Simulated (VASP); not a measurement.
LiH, 2 atoms in the cell. The structure is cubic, space group Fm-3m (No. 225). The conventional cell has a = 4.007 Å, b = 4.007 Å, c = 4.007 Å, α = 90.00°, β = 90.00°, γ = 90.00°. Li (site symmetry m-3m) has 6 H at 2.00 Å within 2.7 Å. Within 2.7 Å of H (site symmetry m-3m) lie 6 Li at 2.00 Å. 

```yaml
Program: VASP 6.6.1
Task: relaxation of cell and atoms
Functional: PBEsol
Potentials_or_basis: VASP PAW PBE potentials, release 64 (Li_sv, H)
Cutoff: 600 eV
k_mesh: 10 × 10 × 10
Occupations: gaussian, width 0.02 eV
Spin: no spin polarisation
Dipole_correction: no
Further_INCAR_settings: ALGO = Normal; EDIFF = 1e-06; IBRION = 2; EDIFFG = -0.005; NSW = 70; ISIF = 3
```

Potentials or basis: VASP PAW PBE potentials, release 64 (Li_sv, H).

Run with:

```sh
$ cat potpaw_PBE.64/Li_sv/POTCAR potpaw_PBE.64/H/POTCAR > POTCAR
$ mpirun -np 1 vasp_std > vasp.out
```

Hardware: 1 thread of AMD EPYC 7R13 Processor (Zen 3), with other jobs on the host.

Q: How long does it take, and how much memory?

A: Wall time 8.5 s on 1 thread of AMD EPYC 7R13 Processor (Zen 3) (shared host), peak memory 0.1 GiB. Counts: scf iterations 22, k points 47, ion steps 3.
